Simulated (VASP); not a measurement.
# GePt2 (P-62m) in VASP: single point with r2SCAN

Aim: the single point of GePt2 with r2SCAN.

All numbers are computed with VASP 6.6.1; they aren't measurements. Logs are shortened: lines on timing, memory, paths and dates and some standing lists are left out, and cuts for length are marked.

### Step 1. The cell of the first run

The structure is hexagonal, space group P-62m (No. 189). The conventional cell has a = 6.678 Å, b = 6.678 Å, c = 3.498 Å, α = 90.00°, β = 90.00°, γ = 120.00°. Within 3.2 Å of Ge (site symmetry -6) lie 9 Pt at 2.42 to 2.72 Å. Within 3.5 Å of Ge (site symmetry -62m) lie 9 Pt at 2.54 to 2.56 Å and 2 Ge at 3.50 Å. Pt (site symmetry m2m) has 5 Ge at 2.54 to 2.72 Å and 12 Pt at 2.86 to 3.61 Å within 3.7 Å. Pt (site symmetry m2m) has 4 Ge at 2.42 to 2.56 Å and 8 Pt at 2.86 to 3.24 Å within 3.3 Å.

### Step 2. Single point, r2SCAN (15.01 Å³/atom)

Contents of POSCAR:

```
GePt2
1.0
    6.6775988813      0.0000000000      0.0000000000
   -3.3387994406      5.7829702675      0.0000000000
    0.0000000000      0.0000000000      3.4983005598
Ge Pt
3 6
Direct
    0.6666666667      0.3333333333      0.0000000000
    0.3333333333      0.6666666667      0.0000000000
    0.0000000000      0.0000000000      0.5000000000
    0.6188920521      0.0000000000      0.5000000000
    0.3811079479      0.3811079479      0.5000000000
    0.0000000000      0.6188920521      0.5000000000
    0.0000000000      0.2805562356      0.0000000000
    0.7194437644      0.7194437644      0.0000000000
    0.2805562356      0.0000000000      0.0000000000
```

Contents of INCAR.step1:

```
SYSTEM = GePt2
PREC = Accurate
ENCUT = 520
ISMEAR = 0
SIGMA = 0.1
LREAL = .FALSE.
LASPH = .TRUE.
NELM = 60
NBANDS = 61
GGA = PE
ALGO = Normal
EDIFF = 1E-4
LWAVE = .TRUE.
LCHARG = .FALSE.
```

Contents of INCAR.step2:

```
SYSTEM = GePt2
PREC = Accurate
ENCUT = 520
EDIFF = 1E-6
ISMEAR = 0
SIGMA = 0.1
LREAL = .FALSE.
LASPH = .TRUE.
NELM = 60
ALGO = Normal
ISIF = 2
LWAVE = .FALSE.
LCHARG = .FALSE.
METAGGA = R2SCAN
LMIXTAU = .TRUE.
NBANDS = 61
ISTART = 1
```

Contents of KPOINTS:

```
regular mesh
0
G
  6 6 10
  0 0 0
```

Potentials or basis: VASP PAW PBE potentials, release 64 (Ge_d, Pt).

Started as:

```
$ cat potpaw_PBE.64/Ge_d/POTCAR potpaw_PBE.64/Pt/POTCAR > POTCAR
$ cp INCAR.step1 INCAR
$ mpirun -np 1 vasp_std > vasp.out
$ cp INCAR.step2 INCAR
$ mpirun -np 1 vasp_std > vasp.out
```

OUTCAR:

```text
SYSTEM = GePt2
   PREC = Accurate
   ENCUT = 520
   EDIFF = 1E-6
   ISMEAR = 0
   LREAL = .FALSE.
   LASPH = .TRUE.
   NELM = 60
   ISIF = 2
   METAGGA = R2SCAN
   ISTART = 1

 ion  position               nearest neighbor table
   1  0.667  0.333  0.000-   7 2.42   9 2.42   8 2.42   4 2.72   4 2.72   6 2.72   6 2.72   5 2.72
                             5 2.72
   2  0.333  0.667  0.000-   9 2.42   7 2.42   8 2.42   6 2.72   6 2.72   4 2.72   4 2.72   5 2.72
                             5 2.72
   3  0.000  0.000  0.500-   6 2.54   4 2.54   5 2.54   7 2.56   7 2.56   9 2.56   9 2.56   8 2.56
                             8 2.56
   4  0.619  0.000  0.500-   3 2.54   1 2.72   1 2.72   2 2.72   2 2.72   9 2.86   9 2.86   8 2.88
                             8 2.88   7 2.88   7 2.88
   5  0.381  0.381  0.500-   3 2.54   2 2.72   2 2.72   1 2.72   1 2.72   8 2.86   8 2.86   9 2.88
                             9 2.88   7 2.88   7 2.88
   6  0.000  0.619  0.500-   3 2.54   2 2.72   2 2.72   1 2.72   1 2.72   7 2.86   7 2.86   8 2.88
                             8 2.88   9 2.88   9 2.88
   7  0.000  0.281  0.000-   1 2.42   2 2.42   3 2.56   3 2.56   6 2.86   6 2.86   5 2.88   5 2.88
                             4 2.88   4 2.88   9 3.24   8 3.24
   8  0.719  0.719  0.000-   1 2.42   2 2.42   3 2.56   3 2.56   5 2.86   5 2.86   4 2.88   4 2.88
                             6 2.88   6 2.88   7 3.24   9 3.24
   9  0.281  0.000  0.000-   2 2.42   1 2.42   3 2.56   3 2.56   4 2.86   4 2.86   5 2.88   5 2.88
                             6 2.88   6 2.88   7 3.24   8 3.24

  LATTYP: Found a hexagonal cell.
 ALAT       =     6.6775988813
 C/A-ratio  =     0.5238859988

  Lattice vectors:

 A1 = (   6.6775988813,   0.0000000000,   0.0000000000)
 A2 = (  -3.3387994406,   5.7829702675,   0.0000000000)
 A3 = (   0.0000000000,   0.0000000000,   3.4983005598)

Analysis of symmetry for initial positions (statically):
=====================================================================
 Subroutine PRICEL returns:
 Original cell was already a primitive cell.

 Routine SETGRP: Setting up the symmetry group for a
 hexagonal supercell.

 Subroutine GETGRP returns: Found 12 space group operations
 (whereof 12 operations were pure point group operations)
 out of a pool of 24 trial point group operations.

The static configuration has the point symmetry D_3h.

Analysis of symmetry for dynamics (positions and initial velocities):
=====================================================================
 Subroutine PRICEL returns:
 Original cell was already a primitive cell.

 Routine SETGRP: Setting up the symmetry group for a
 hexagonal supercell.

 Subroutine GETGRP returns: Found 12 space group operations
 (whereof 12 operations were pure point group operations)
 out of a pool of 24 trial point group operations.

The dynamic configuration has the point symmetry D_3h.

 Subroutine INISYM returns: Found 12 space group operations
 (whereof 12 operations are pure point group operations),
 and found     1 'primitive' translations

----------------------------------------------------------------------------------------

                                     Primitive cell

  volume of cell :     135.0916

  direct lattice vectors                    reciprocal lattice vectors
     6.677598881  0.000000000  0.000000000     0.149754428  0.086460759  0.000000000
    -3.338799441  5.782970267  0.000000000     0.000000000  0.172921518  0.000000000
     0.000000000  0.000000000  3.498300560     0.000000000  0.000000000  0.285853083

  length of vectors
     6.677598881  6.677598881  3.498300560     0.172921518  0.172921518  0.285853083

  position of ions in fractional coordinates (direct lattice)
     0.666666667  0.333333333  0.000000000
     0.333333333  0.666666667  0.000000000
     0.000000000  0.000000000  0.500000000
     0.618892052  0.000000000  0.500000000
     0.381107948  0.381107948  0.500000000
     1.000000000  0.618892052  0.500000000
     1.000000000  0.280556236  0.000000000
     0.719443764  0.719443764  0.000000000
     0.280556236  0.000000000  0.000000000

  ion indices of the primitive-cell ions
   primitive index   ion index
                 1           1
                 2           2
                 3           3
                 4           4
                 5           5
                 6           6
                 7           7
                 8           8
                 9           9

----------------------------------------------------------------------------------------

 KPOINTS: regular mesh

Automatic generation of k-mesh.
 Grid dimensions read from file:
 generate k-points for:    6    6   10

 Generating k-lattice:

  Cartesian coordinates                     Fractional coordinates (reciprocal lattice)
     0.024959071  0.014410127  0.000000000     0.166666667 -0.000000000  0.000000000
     0.000000000  0.028820253  0.000000000     0.000000000  0.166666667  0.000000000
     0.000000000  0.000000000  0.028585308     0.000000000  0.000000000  0.100000000

  Length of vectors
     0.028820253  0.028820253  0.028585308

  Shift w.r.t. Gamma in fractional coordinates (k-lattice)
     0.000000000  0.000000000  0.000000000

 Subroutine IBZKPT returns following result:
 ===========================================

 Found     42 irreducible k-points:

 Following reciprocal coordinates:
            Coordinates               Weight
  0.000000  0.000000  0.000000      1.000000
  0.166667  0.000000  0.000000      6.000000
  0.333333  0.000000  0.000000      6.000000
  0.500000  0.000000  0.000000      3.000000
  0.166667  0.166667  0.000000      6.000000
  0.333333  0.166667  0.000000     12.000000
[... 16 lines left out ...]
  0.166667  0.000000  0.300000     12.000000
  0.333333  0.000000  0.300000     12.000000
 [... further k-points ...]
   k-points           NKPTS =     42   k-points in BZ     NKDIM =     42   number of bands    NBANDS=     61
   number of dos      NEDOS =    301   number of ions     NIONS =      9
   total plane-waves  NPLWV =  70000
   dimension x,y,z NGX =    50 NGY =   50 NGZ =   28
   dimension x,y,z NGXF=   100 NGYF=  100 NGZF=   56
   ions per type =               3   6
   NGX,Y,Z   is equivalent  to a cutoff of  12.45, 12.45, 13.31 a.u.
   NGXF,Y,Z  is equivalent  to a cutoff of  24.90, 24.90, 26.61 a.u.
 SYSTEM =  GePt2
   PREC   = accura    normal or accurate (medium, high low for compatibility)
   ISTART =      1    job   : 0-new  1-cont  2-samecut
   ICHARG =      0    charge: 1-file 2-atom 10-const
   ISPIN  =      1    spin polarized calculation?
   LNONCOLLINEAR =      F non collinear calculations
   LSORBIT =      F    spin-orbit coupling
   LASPH  =      T    aspherical Exc in radial PAW
   ENCUT  =  520.0 eV  38.22 Ry    6.18 a.u.  12.42 12.42  6.50*2*pi/ulx,y,z
   NELM   =     60;   NELMIN=  2; NELMDL=  0     # of ELM steps
   EDIFF  = 0.1E-05   stopping-criterion for ELM
   LREAL  =      F    real-space projection
   EDIFFG = 0.1E-04   stopping-criterion for IOM
   NSW    =      0    number of steps for IOM
   IBRION =     -1    ionic relax: 0-MD 1-quasi-New 2-CG
   NFREE  =      0    steps in history (QN), initial steepest desc. (CG)
   ISIF   =      2    stress and relaxation
   ISYM   =      2    0-nonsym 1-usesym 2-fastsym
   POTIM  = 0.5000    time-step for ionic-motion
   TEBEG  =    0.0;   TEEND  =   0.0 temperature during run
   PSTRESS=    0.0 pullay stress
   NELECT =     102.0000    total number of electrons
   NUPDOWN=      -1.0000    fix difference up-down
   EMIN   =  10.00;   EMAX   =-10.00  energy-range for DOS
   EFERMI =   0.00;   METHOD = LEGACY
   ISMEAR =     0;   SIGMA  =   0.10  broadening in eV -4-tet -1-fermi 0-gaus
   EFERMI_NEDOS =   21; number of points for ismear=-14 and -15
   IALGO  =     38    algorithm
   IMIX   =      4    mixing-type and parameters
     AMIX     =   0.40;   BMIX     =  1.00
     AMIX_MAG =   1.60;   BMIX_MAG =  1.00
  volume/ion in A,a.u.               =      15.01       101.29
  Fermi-wavevector in a.u.,A,eV,Ry     =   1.490729  2.817070 30.235866  2.222273
  Thomas-Fermi vector in A             =   2.603474
   LORBIT       =      0    0 simple, 1 ext, 2 COOP (PROOUT), +10 PAW based schemes
   METAGGA = R2SCAN    functional components
   LHFCALC =     F    Hartree Fock is set to
   AEXX    =    0.0000 exact exchange contribution
   IVDW    =     0    specifies the selected vdW correction
   LEPSILON=     F    determine dielectric tensor
   LRPA    =     F    only Hartree local field effects (RPA)
 non-spin polarized calculation
 Gauss-broadening in eV      SIGMA  =   0.10
  energy-cutoff  :      520.00
  volume of cell :      135.09
 maximum number of plane-waves:      3667
 NGX is ok and might be reduce to    50
   NGX = 25   NGY = 25   NGZ = 13

 number of electron     101.9999981 magnetization

 Free energy of the ion-electron system (eV)
  ---------------------------------------------------
  ext. energy  EPLUGINS =         0.00000000
  ---------------------------------------------------
  free energy    TOTEN  =      -353.81633909 eV

  energy without entropy =     -353.80955211  energy(sigma->0) =     -353.81294560

 E-fermi :  10.5504     XC(G=0): -14.3126

 val. band max:       10.5479340756   @ k =   0.1667   0.1667   0.2000
 cond. band min:      10.6238977367   @ k =   0.0000   0.0000   0.5000
 fundamental gap:      0.0759636611
 Fermi energy:        10.5503976975

 k-point     1 :       0.0000    0.0000    0.0000
  band No.  band energies     occupation
      1     -15.2351      2.00000
      2     -15.2279      2.00000
      3     -15.2279      2.00000
      4     -15.2116      2.00000
      5     -15.2081      2.00000
      6     -15.2081      2.00000
[... 53 lines left out ...]
     60      17.0826      0.00000
     61      17.0826      0.00000

 k-point     2 :       0.1667    0.0000    0.0000
  band No.  band energies     occupation
      1     -15.2350      2.00000
      2     -15.2279      2.00000
      3     -15.2279      2.00000
      4     -15.2114      2.00000
      5     -15.2081      2.00000
      6     -15.2078      2.00000
[... 1406 lines left out ...]
      5     -15.2071      2.00000
      6     -15.1954      2.00000
[... 53 lines left out ...]
     60      16.8770      0.00000
     61      17.0173      0.00000

 [... further k-points ...]

------------------------ aborting loop because EDIFF is reached ----------------------------------------

  FORCE on cell =-STRESS in cart. coord.  units (eV):
  Direction    XX          YY          ZZ          XY          YZ          ZX
  --------------------------------------------------------------------------------------
  -------------------------------------------------------------------------------------
  Total        5.8452509      5.8452509      5.7823566      0.0000000      0.0000000     -0.0000000
  in kB       69.3242741     69.3242741     68.5783528      0.0000000      0.0000000     -0.0000000
  external PRESSURE =      69.0756337 kB  Pullay stress =       0.0000000 kB

 VOLUME and BASIS-vectors are now :
 -----------------------------------------------------------------------------
  energy-cutoff  :      520.00
  volume of cell :      135.09
      direct lattice vectors                 reciprocal lattice vectors
     6.677598881  0.000000000  0.000000000     0.149754428  0.086460759  0.000000000
    -3.338799441  5.782970267  0.000000000     0.000000000  0.172921518  0.000000000
     0.000000000  0.000000000  3.498300560     0.000000000  0.000000000  0.285853083

 POSITION                                       TOTAL-FORCE (eV/Angst)
 -----------------------------------------------------------------------------------
      3.33880      1.92766      0.00000         0.000000      0.000000      0.000000
     -0.00000      3.85531      0.00000         0.000000      0.000000      0.000000
      0.00000      0.00000      1.74915         0.000000      0.000000      0.000000
      4.13271      0.00000      1.74915        -0.010003      0.000000      0.000000
      1.27244      2.20394      1.74915         0.005002      0.008663      0.000000
     -2.06636      3.57903      1.74915         0.005002     -0.008663     -0.000000
     -0.93672      1.62245      0.00000         0.012470     -0.021598     -0.000000
      2.40208      4.16052      0.00000         0.012470      0.021598     -0.000000
      1.87344      0.00000      0.00000        -0.024940      0.000000      0.000000
 -----------------------------------------------------------------------------------
    total drift:                                0.000099      0.000172     -0.000000

  FREE ENERGIE OF THE ION-ELECTRON SYSTEM (eV)
  ---------------------------------------------------
  free  energy   TOTEN  =      -353.8163390932 eV

  energy  without entropy=     -353.8095521059  energy(sigma->0) =     -353.81294560
```

Run time: 11 min. Hardware: 1 thread of Intel Xeon 6975P-C (Granite Rapids), shared host; peak memory 0.44 GiB.

Results:

```yaml
Free_energy: -353.8163 eV
Pressure: 6.9 GPa
Largest_force: 0.025 eV/Å
Band_gap_on_the_k_mesh: zero (bands 51 and 52 overlap by 1.51 eV)
```

Forces on the atoms (eV/Å):
```
Ge   0.000  0.000  0.000
Ge   0.000  0.000  0.000
Ge   0.000  0.000  0.000
Pt  -0.010  0.000  0.000
Pt   0.005  0.009  0.000
Pt   0.005 -0.009  0.000
Pt   0.012 -0.022  0.000
Pt   0.012  0.022  0.000
Pt  -0.025  0.000  0.000
```

Caveat: the cell stands under pressure; the PAW data sets were made with another functional, which shifts forces and pressure a little; spin-orbit coupling is left out, which moves the levels of the heavy elements.
